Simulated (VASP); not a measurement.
# Ba (Pm-3m) in VASP: further runs

The runs below take Ba through single point, with PBE.

All numbers are computed with VASP 6.6.1; they aren't measurements. Logs are shortened: lines on timing, memory, paths and dates and some standing lists are left out, and cuts for length are marked.

**1. The cell of the first run**

Symmetry: Pm-3m, No. 221, cubic system. The conventional cell has a = 3.298 Å, b = 3.298 Å, c = 3.298 Å, α = 90.00°, β = 90.00°, γ = 90.00°. Within 4.3 Å of Ba (site symmetry m-3m) lie 6 Ba at 3.30 Å.

This isn't the form of Ba at room conditions, which is bcc.

**2. Single point, PBE (35.88 Å³/atom)**

INCAR reads:

```
  ALGO = Normal
  EDIFF = 1E-6
  ENCUT = 520
  GGA = PE
  ISIF = 2
  ISMEAR = -1
  LASPH = T
  LCHARG = F
  LREAL = F
  LWAVE = F
  NBANDS = 11
  NELM = 80
  PREC = Accurate
  SIGMA = 0.08
```

KPOINTS reads:

```
k-points
0
Gamma
  9 9 9
```

POSCAR reads:

```
Ba
1.0
    3.2982168109      0.0000000000      0.0000000000
    0.0000000000      3.2982168109      0.0000000000
    0.0000000000      0.0000000000      3.2982168109
Ba
1
Direct
    0.0000000000      0.0000000000      0.0000000000
```

Potentials or basis: VASP PAW PBE potentials, release 64 (Ba_sv).

On the command line:

```sh
$ cat potpaw_PBE.64/Ba_sv/POTCAR > POTCAR
$ mpirun -np 1 vasp_std > vasp.out
```

OUTCAR:

```text
EDIFF = 1E-6
   ENCUT = 520
   GGA = PE
   ISIF = 2
   ISMEAR = -1
   LASPH = T
   LREAL = F
   NELM = 80
   PREC = Accurate

 ion  position               nearest neighbor table
   1  0.000  0.000  0.000-

  LATTYP: Found a simple cubic cell.
 ALAT       =     3.2982168109

  Lattice vectors:

 A1 = (   3.2982168109,   0.0000000000,   0.0000000000)
 A2 = (   0.0000000000,   3.2982168109,   0.0000000000)
 A3 = (   0.0000000000,   0.0000000000,   3.2982168109)

Analysis of symmetry for initial positions (statically):
=====================================================================
 Subroutine PRICEL returns:
 Original cell was already a primitive cell.

 Routine SETGRP: Setting up the symmetry group for a
 simple cubic supercell.

 Subroutine GETGRP returns: Found 48 space group operations
 (whereof 48 operations were pure point group operations)
 out of a pool of 48 trial point group operations.

The static configuration has the point symmetry O_h .

Analysis of symmetry for dynamics (positions and initial velocities):
=====================================================================
 Subroutine PRICEL returns:
 Original cell was already a primitive cell.

 Routine SETGRP: Setting up the symmetry group for a
 simple cubic supercell.

 Subroutine GETGRP returns: Found 48 space group operations
 (whereof 48 operations were pure point group operations)
 out of a pool of 48 trial point group operations.

The dynamic configuration has the point symmetry O_h .

 Subroutine INISYM returns: Found 48 space group operations
 (whereof 48 operations are pure point group operations),
 and found     1 'primitive' translations

----------------------------------------------------------------------------------------

                                     Primitive cell

  volume of cell :      35.8788

  direct lattice vectors                    reciprocal lattice vectors
     3.298216811  0.000000000  0.000000000     0.303194137  0.000000000  0.000000000
     0.000000000  3.298216811  0.000000000     0.000000000  0.303194137  0.000000000
     0.000000000  0.000000000  3.298216811     0.000000000  0.000000000  0.303194137

  length of vectors
     3.298216811  3.298216811  3.298216811     0.303194137  0.303194137  0.303194137

  position of ions in fractional coordinates (direct lattice)
     0.000000000  0.000000000  0.000000000

  ion indices of the primitive-cell ions
   primitive index   ion index
                 1           1

----------------------------------------------------------------------------------------

 KPOINTS: k-points

Automatic generation of k-mesh.
 Grid dimensions read from file:
 generate k-points for:    9    9    9

 Generating k-lattice:

  Cartesian coordinates                     Fractional coordinates (reciprocal lattice)
     0.033688237  0.000000000  0.000000000     0.111111111  0.000000000  0.000000000
     0.000000000  0.033688237  0.000000000     0.000000000  0.111111111  0.000000000
     0.000000000  0.000000000  0.033688237     0.000000000  0.000000000  0.111111111

  Length of vectors
     0.033688237  0.033688237  0.033688237

  Shift w.r.t. Gamma in fractional coordinates (k-lattice)
     0.000000000  0.000000000  0.000000000

 Subroutine IBZKPT returns following result:
 ===========================================

 Found     35 irreducible k-points:

 Following reciprocal coordinates:
            Coordinates               Weight
  0.000000  0.000000  0.000000      1.000000
  0.111111  0.000000  0.000000      6.000000
  0.222222  0.000000  0.000000      6.000000
  0.333333  0.000000  0.000000      6.000000
  0.444444  0.000000  0.000000      6.000000
  0.111111  0.111111  0.000000     12.000000
[... 16 lines left out ...]
  0.333333  0.333333  0.111111     24.000000
  0.444444  0.333333  0.111111     48.000000
 [... further k-points ...]
   k-points           NKPTS =     35   k-points in BZ     NKDIM =     35   number of bands    NBANDS=     11
   number of dos      NEDOS =    301   number of ions     NIONS =      1
   total plane-waves  NPLWV =  21952
   dimension x,y,z NGX =    28 NGY =   28 NGZ =   28
   dimension x,y,z NGXF=    56 NGYF=   56 NGZF=   56
   ions per type =               1
   NGX,Y,Z   is equivalent  to a cutoff of  14.11, 14.11, 14.11 a.u.
   NGXF,Y,Z  is equivalent  to a cutoff of  28.23, 28.23, 28.23 a.u.
 SYSTEM =  unknown system
   PREC   = accura    normal or accurate (medium, high low for compatibility)
   ISTART =      0    job   : 0-new  1-cont  2-samecut
   ICHARG =      2    charge: 1-file 2-atom 10-const
   ISPIN  =      1    spin polarized calculation?
   LNONCOLLINEAR =      F non collinear calculations
   LSORBIT =      F    spin-orbit coupling
   LASPH  =      T    aspherical Exc in radial PAW
   ENCUT  =  520.0 eV  38.22 Ry    6.18 a.u.   6.13  6.13  6.13*2*pi/ulx,y,z
   NELM   =     80;   NELMIN=  2; NELMDL= -5     # of ELM steps
   EDIFF  = 0.1E-05   stopping-criterion for ELM
   LREAL  =      F    real-space projection
   EDIFFG = 0.1E-04   stopping-criterion for IOM
   NSW    =      0    number of steps for IOM
   IBRION =     -1    ionic relax: 0-MD 1-quasi-New 2-CG
   NFREE  =      0    steps in history (QN), initial steepest desc. (CG)
   ISIF   =      2    stress and relaxation
   ISYM   =      2    0-nonsym 1-usesym 2-fastsym
   POTIM  = 0.5000    time-step for ionic-motion
   TEBEG  =    0.0;   TEEND  =   0.0 temperature during run
   PSTRESS=    0.0 pullay stress
   NELECT =      10.0000    total number of electrons
   NUPDOWN=      -1.0000    fix difference up-down
   EMIN   =  10.00;   EMAX   =-10.00  energy-range for DOS
   EFERMI =   0.00;   METHOD = LEGACY
   ISMEAR =    -1;   SIGMA  =   0.08  broadening in eV -4-tet -1-fermi 0-gaus
   EFERMI_NEDOS =   21; number of points for ismear=-14 and -15
   IALGO  =     38    algorithm
   IMIX   =      4    mixing-type and parameters
     AMIX     =   0.40;   BMIX     =  1.00
     AMIX_MAG =   1.60;   BMIX_MAG =  1.00
  volume/ion in A,a.u.               =      35.88       242.12
  Fermi-wavevector in a.u.,A,eV,Ry     =   1.069372  2.020821 15.559042  1.143557
  Thomas-Fermi vector in A             =   2.205050
   LORBIT       =      0    0 simple, 1 ext, 2 COOP (PROOUT), +10 PAW based schemes
   GGA     = PE    functional components
   LHFCALC =     F    Hartree Fock is set to
   AEXX    =    0.0000 exact exchange contribution
   IVDW    =     0    specifies the selected vdW correction
   LEPSILON=     F    determine dielectric tensor
   LRPA    =     F    only Hartree local field effects (RPA)
 non-spin polarized calculation
  energy-cutoff  :      520.00
  volume of cell :       35.88
 maximum number of plane-waves:       977
 NGX is ok and might be reduce to    28
   NGX = 13   NGY = 13   NGZ = 13

 number of electron      10.0000001 magnetization

 Free energy of the ion-electron system (eV)
  ---------------------------------------------------
  ext. energy  EPLUGINS =         0.00000000
  ---------------------------------------------------
  free energy    TOTEN  =        -1.00925125 eV

  energy without entropy =       -0.97430337  energy(sigma->0) =       -0.99177731

 E-fermi :   4.0021     XC(G=0):  -9.4428

 val. band max:        3.9939124576   @ k =   0.1111   0.0000   0.0000
 cond. band min:       4.0047626614   @ k =   0.4444   0.4444   0.3333
 fundamental gap:      0.0108502038
 Fermi energy:         4.0021147848

 k-point     1 :       0.0000    0.0000    0.0000
  band No.  band energies     occupation
      1     -25.0500      2.00000
      2      -8.7688      2.00000
      3      -8.7688      2.00000
      4      -8.7688      2.00000
      5       1.7376      2.00000
      6       3.4404      1.99822
      7       3.4404      1.99822
      8      12.1439      0.00000
      9      12.1439      0.00000
     10      12.1439      0.00000
     11      15.3846      0.00000

 k-point     2 :       0.1111    0.0000    0.0000
  band No.  band energies     occupation
      1     -25.0069      2.00000
      2      -9.1743      2.00000
      3      -8.7345      2.00000
      4      -8.7345      2.00000
      5       2.0576      2.00000
      6       3.5376      1.99400
      7       3.9939      1.05122
      8      11.1434      0.00000
      9      11.1434      0.00000
     10      12.2069      0.00000
     11      14.2619      0.00000

 k-point     3 :       0.2222    0.0000    0.0000
  band No.  band energies     occupation
      1     -24.8947      2.00000
      2     -10.0683      2.00000
      3      -8.6458      2.00000
      4      -8.6458      2.00000
      5       2.6734      2.00000
      6       3.8034      1.84598
      7       5.4881      0.00000
      8       9.6126      0.00000
      9       9.6126      0.00000
     10      12.3738      0.00000
     11      12.7649      0.00000

 k-point     4 :       0.3333    0.0000    0.0000
  band No.  band energies     occupation
      1     -24.7613      2.00000
      2     -10.9344      2.00000
      3      -8.5415      2.00000
      4      -8.5415      2.00000
      5       3.3887      1.99906
      6       4.1499      0.27250
      7       6.6871      0.00000
      8       8.4189      0.00000
      9       8.4189      0.00000
     10      12.5777      0.00000
     11      12.7182      0.00000

 k-point     5 :       0.4444    0.0000    0.0000
  band No.  band energies     occupation
      1     -24.6705      2.00000
      2     -11.4426      2.00000
      3      -8.4713      2.00000
      4      -8.4713      2.00000
      5       4.0452      0.73691
      6       4.4110      0.01199
      7       6.5975      0.00000
      8       7.7811      0.00000
      9       7.7811      0.00000
     10      12.6310      0.00000
     11      12.7203      0.00000
[... 211 lines left out ...]
 k-point    21 :       0.3333    0.2222    0.1111
  band No.  band energies     occupation
      1     -24.5683      2.00000
      2     -10.7100      2.00000
      3      -9.7269      2.00000
      4      -8.7921      2.00000
      5       3.9200      1.47240
      6       5.1848      0.00000
      7       6.9002      0.00000
      8       7.2519      0.00000
      9       9.4237      0.00000
     10       9.7670      0.00000
     11      14.3161      0.00000

 k-point    22 :       0.4444    0.2222    0.1111
  band No.  band energies     occupation
      1     -24.4792      2.00000
      2     -11.2059      2.00000
      3      -9.6351      2.00000
      4      -8.7167      2.00000
      5       3.7111      1.94870
      6       5.3877      0.00000
      7       6.5479      0.00000
      8       7.0037      0.00000
      9       9.7069      0.00000
     10      10.8976      0.00000
     11      15.0475      0.00000

 k-point    23 :       0.3333    0.3333    0.1111
  band No.  band energies     occupation
      1     -24.4389      2.00000
      2     -10.5863      2.00000
      3     -10.5247      2.00000
      4      -8.6840      2.00000
      5       3.1123      1.99997
      6       5.3993      0.00000
      7       7.4540      0.00000
      8       7.5332      0.00000
      9       9.8512      0.00000
     10      10.3054      0.00000
     11      14.4713      0.00000

 k-point    24 :       0.4444    0.3333    0.1111
  band No.  band energies     occupation
      1     -24.3510      2.00000
      2     -11.0448      2.00000
      3     -10.4504      2.00000
      4      -8.6111      2.00000
      5       2.5370      2.00000
      6       5.7719      0.00000
      7       6.8620      0.00000
      8       7.7401      0.00000
      9      10.3118      0.00000
     10      11.5647      0.00000
     11      14.6610      0.00000

 [... further k-points ...]

------------------------ aborting loop because EDIFF is reached ----------------------------------------

  FORCE on cell =-STRESS in cart. coord.  units (eV):
  Direction    XX          YY          ZZ          XY          YZ          ZX
  --------------------------------------------------------------------------------------
  -------------------------------------------------------------------------------------
  Total        2.3535360      2.3535360      2.3535360      0.0000000      0.0000000     -0.0000000
  in kB      105.0978475    105.0978475    105.0978475      0.0000000      0.0000000     -0.0000000
  external PRESSURE =     105.0978475 kB  Pullay stress =       0.0000000 kB

 VOLUME and BASIS-vectors are now :
 -----------------------------------------------------------------------------
  energy-cutoff  :      520.00
  volume of cell :       35.88
      direct lattice vectors                 reciprocal lattice vectors
     3.298216811  0.000000000  0.000000000     0.303194137  0.000000000  0.000000000
     0.000000000  3.298216811  0.000000000     0.000000000  0.303194137  0.000000000
     0.000000000  0.000000000  3.298216811     0.000000000  0.000000000  0.303194137

 POSITION                                       TOTAL-FORCE (eV/Angst)
 -----------------------------------------------------------------------------------
      0.00000      0.00000      0.00000         0.000000      0.000000      0.000000
 -----------------------------------------------------------------------------------
    total drift:                               -0.000000      0.000000     -0.000000

  FREE ENERGIE OF THE ION-ELECTRON SYSTEM (eV)
  ---------------------------------------------------
  free  energy   TOTEN  =        -1.0092512547 eV

  energy  without entropy=       -0.9743033666  energy(sigma->0) =       -0.99177731
```

It took 18 s on 1 thread of Intel Xeon 8259CL, shared host; peak memory 0.16 GiB.

What came out:

| Item | Value |
| --- | --- |
| Free energy | -1.0093 eV |
| Pressure | 10.5 GPa |
| Band gap on the k mesh | zero (bands 5 and 6 overlap by 1.33 eV) |

Levels at points of the mesh, in eV from the Fermi level:
```csv
k point,band 1,band 2,band 3,band 4,band 5,band 6,band 7,band 8,band 9,band 10
"(0.00, 0.00, 0.00)",-29.05,-12.77,-12.77,-12.77,-2.26,-0.56,-0.56,8.14,8.14,8.14
```

Caveat: the cell stands under pressure; spin-orbit coupling is left out, which moves the levels of the heavy elements.

[end of part 1 of 2]
